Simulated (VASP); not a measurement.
# AlN: electric field gradients with PBE

AlN:

```
Al N
1.0
     0.00000    1.97800    1.97800
     1.97800    0.00000    1.97800
     1.97800    1.97800    0.00000
Al N
1 1
Cartesian
  0.0000 0.0000 0.0800
  1.9780 1.9780 1.9780
```

This cell differs from its parent crystal: atom 1 (Al) moved by [0.0, 0.0, 0.08] A.

```json
{"Program": "VASP 6.6.1", "Task": "electric field gradients", "Functional": "PBE", "Potentials or basis": "VASP PAW PBE potentials, release 64 (Al, N)", "Cutoff": "520 eV", "k mesh": "10 × 10 × 10", "Occupations": "fermi-dirac, width 0.02 eV", "Spin": "no spin polarisation", "Dipole correction": "no", "Further INCAR settings": "ALGO = Normal; EDIFF = 1e-08; NBANDS = 11"}
```

The pressure is 26.5 GPa. The largest force is 0.842 eV/Å. The band gap on the k mesh is 5.20 eV, indirect (least direct gap 6.64 eV).

Forces on the atoms (eV/Å):
```
Al   0.000  0.000 -0.842
N    0.000  0.000  0.842
```

Stress tensor (GPa, compression positive):
```
24.84  0.00  0.00
 0.00 24.84  0.00
 0.00  0.00 29.88
```

Levels at points of the mesh, in eV from the valence-band top:
```tsv
k point	band 2	band 3	band 4	band 5	band 6	band 7
(0.00, 0.00, 0.00)	-0.03	0.00	0.00	6.64	12.40	12.41
(0.50, 0.00, 0.00)	-8.72	-1.21	-1.19	6.56	11.51	11.55
(0.50, 0.50, 0.00)	-7.81	-2.96	-2.96	5.20	5.24	14.85
(0.00, 0.50, 0.50)	-7.82	-2.97	-2.97	5.20	5.23	14.88
```

Electric field gradients, principal values (V/Å²):
| atom | least | middle | greatest (by size) |
| --- | --- | --- | --- |
| 1 Al | 1.259 | 1.259 | -2.517 |
| 2 N | 0.561 | 0.561 | -1.122 |

It took 28 s on 1 thread of Intel(R) Xeon(R) Platinum 8488C (Sapphire Rapids), with other jobs on the host, peak memory 0.14 GiB.

Caveat: the cell differs from its parent crystal (atom 1 (Al) moved by [0.0, 0.0, 0.08] A); without QUAD_EFG the Cq values of the log hold for a quadrupole moment of 1 mb, not for the nuclei. A k mesh can miss the band edges.
